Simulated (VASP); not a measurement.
## Si62Sb (a cell with a defect): single point with PBE+D3(BJ)

System: Si62Sb (a cell with a defect).

```
CELL_PARAMETERS angstrom
10.86000 0.00000 0.00000
0.00000 10.86000 0.00000
0.00000 0.00000 10.86000
ATOMIC_POSITIONS crystal
Si 0.49733 0.00140 0.00310
Si 0.62478 0.12547 0.12529
Si 0.74865 0.25012 0.00049
Si 0.87292 0.37501 0.12630
Si 0.74820 0.99972 0.25043
Si 0.87437 0.12302 0.37544
Si 0.99697 0.99800 0.99708
Si 0.37684 0.37578 0.12421
Si 0.50001 0.50095 0.00119
Si 0.62754 0.62828 0.12228
Si 0.75173 0.75264 0.99855
Si 0.87563 0.87567 0.12701
Si 0.25289 0.99756 0.25302
Si 0.37428 0.12399 0.37734
Si 0.49744 0.24745 0.25015
Si 0.62253 0.37578 0.37368
Si 0.74719 0.50125 0.24940
Si 0.87409 0.62377 0.37573
Si 0.50048 0.00116 0.50285
Si 0.62703 0.12862 0.62290
Si 0.75122 0.25270 0.49833
Si 0.87611 0.37562 0.62675
Si 0.74705 0.00101 0.74925
Si 0.87243 0.12399 0.87547
Si 0.00059 0.49804 0.00244
Si 0.12517 0.62499 0.12469
Si 0.24938 0.74944 0.00040
Si 0.37458 0.87317 0.12642
Si 0.99575 0.25300 0.25391
Si 0.12357 0.37513 0.37663
Si 0.24776 0.49772 0.24854
Si 0.37434 0.62279 0.37393
Si 0.49987 0.74709 0.24999
Si 0.62318 0.87476 0.37533
Si 0.99920 0.99988 0.50203
Si 0.12471 0.12559 0.62528
Si 0.24929 0.25012 0.50114
Si 0.37421 0.37501 0.62629
Si 0.49902 0.50008 0.50148
Si 0.62560 0.62649 0.62432
Si 0.74992 0.75075 0.49984
Si 0.87440 0.87458 0.62665
Si 0.24717 0.00155 0.75241
Si 0.37596 0.12524 0.87418
Si 0.49920 0.24949 0.75063
Si 0.62370 0.37531 0.87542
Si 0.74879 0.50006 0.75040
Si 0.87586 0.62300 0.87539
Si 0.99902 0.74790 0.25057
Si 0.12241 0.87563 0.37430
Si 0.00049 0.50135 0.50266
Si 0.12779 0.62812 0.62260
Si 0.25096 0.75243 0.49808
Si 0.37511 0.87668 0.62692
Si 0.99925 0.24754 0.75209
Si 0.12464 0.37608 0.87307
Si 0.24864 0.50063 0.74998
Si 0.37398 0.62402 0.87586
Si 0.49850 0.74887 0.75098
Si 0.62252 0.87677 0.87457
Si 0.99983 0.74715 0.74985
Si 0.12343 0.87348 0.87512
Sb 0.15321 0.15461 0.09715
```

```
Program                : VASP 6.6.1
Task                   : single point
Functional             : PBE
Dispersion             : D3(BJ)
Potentials or basis    : VASP PAW PBE potentials, release 64 (Si, Sb)
Cutoff                 : 520 eV
k mesh                 : 1 × 1 × 1
Occupations            : gaussian, width 0.02 eV
Spin                   : no spin polarisation
Dipole correction      : no
Charge                 : -1
Further INCAR settings : LREAL = Auto; ALGO = Normal; EDIFF = 1e-06; NBANDS = 164; NELECT = 254.0
```

| Property | Result |
| --- | --- |
| Largest force | 0.074 eV/Å |
| Dispersion energy per atom | -0.319 eV |

Forces on the atoms (eV/Å):
```
Si   0.004 -0.001 -0.003
Si  -0.008  0.000 -0.001
Si   0.001 -0.005 -0.002
Si   0.001  0.004  0.009
Si   0.004  0.005  0.000
Si  -0.003 -0.005  0.005
Si  -0.022 -0.024 -0.026
Si  -0.010  0.002  0.017
Si   0.017  0.010 -0.013
Si  -0.011 -0.008  0.003
Si   0.001  0.000 -0.013
Si  -0.002  0.001  0.011
Si   0.022 -0.018  0.022
Si   0.003 -0.004  0.003
Si   0.000 -0.008 -0.004
Si   0.001  0.004 -0.002
Si  -0.001 -0.004 -0.005
Si   0.000  0.001  0.001
Si   0.000  0.004  0.000
Si  -0.007 -0.002  0.010
Si   0.004  0.002 -0.006
Si   0.000  0.004  0.003
Si   0.000  0.003  0.002
Si   0.000  0.000  0.002
Si   0.002 -0.001 -0.004
Si  -0.004 -0.006  0.008
Si  -0.001 -0.002 -0.005
Si   0.000  0.001  0.009
Si  -0.021  0.012  0.020
Si  -0.006  0.007  0.003
Si  -0.001 -0.005 -0.002
Si  -0.001  0.003  0.000
Si  -0.004 -0.002 -0.007
Si  -0.001  0.002  0.000
Si   0.005  0.003 -0.007
Si  -0.002 -0.002  0.005
Si   0.001 -0.003 -0.002
Si   0.002  0.004  0.009
Si   0.003  0.002 -0.006
Si  -0.004 -0.006  0.005
Si  -0.003  0.000 -0.001
Si  -0.001  0.006 -0.002
Si   0.004  0.004  0.000
Si  -0.012 -0.023  0.007
Si   0.012  0.012 -0.014
Si  -0.012  0.001 -0.005
Si   0.001  0.003  0.003
Si  -0.001  0.000  0.003
Si   0.005 -0.005 -0.006
Si  -0.004  0.000  0.007
Si   0.007 -0.001  0.001
Si  -0.010 -0.009  0.011
Si   0.006  0.000 -0.008
Si  -0.005  0.009  0.010
Si   0.004 -0.007 -0.005
Si  -0.012 -0.002  0.012
Si   0.015  0.010 -0.009
Si  -0.007 -0.008 -0.001
Si   0.009  0.003 -0.005
Si  -0.002  0.004  0.005
Si   0.006  0.000  0.001
Si  -0.004 -0.002  0.004
Sb   0.040  0.035 -0.052
```

Levels at points of the mesh, in eV from the Fermi level:
| k point | band 124 | band 125 | band 126 | band 127 | band 128 | band 129 | band 130 | band 131 |
| --- | --- | --- | --- | --- | --- | --- | --- | --- |
| (0.00, 0.00, 0.00) | -0.94 | -0.94 | -0.28 | 0.00 | 0.00 | 0.08 | 0.09 | 0.11 |

Run time: 8 min on 1 thread of Intel(R) Xeon(R) Platinum 8559C (Emerald Rapids) (shared host), peak memory 1 GiB.

Caveat: the k points lie up to 0.58 Å⁻¹ apart; the cell carries a net charge on a neutralising background, which shifts energy and pressure; the cell is charged against a uniform background, so pressure and absolute levels hang on convention; spin-orbit coupling is left out, which moves the levels of the heavy elements.
